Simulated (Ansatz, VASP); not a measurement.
# One calculation of NaH, two programs

```
Na H
1.0
     2.93239    0.00000    0.00000
     0.00000    2.93239    0.00000
     0.00000    0.00000    2.93239
Na H
1 1
Direct
  0.00000 0.00000 0.00000
  0.50000 0.50000 0.50000
```

Alike in both runs: task single point; functional PBE; k mesh 6 × 6 × 6; occupations fermi-dirac, width 0.05 eV; no spin polarisation.

```csv
,VASP,Ansatz
version,VASP 6.6.1,Ansatz 0.2.0
potentials or method,"VASP PAW PBE potentials, release 64 (Na_pv, H)",plane waves
plane-wave cutoff (eV),500,420
valence electrons in the cell,8,10
```

```csv
,VASP,Ansatz,Ansatz less VASP
pressure (GPa),0.7,0.8,+0.11
```

VASP's potentials hold 8 valence electrons a cell and Ansatz's 10, so a difference there can come from the potentials and not from the codes.
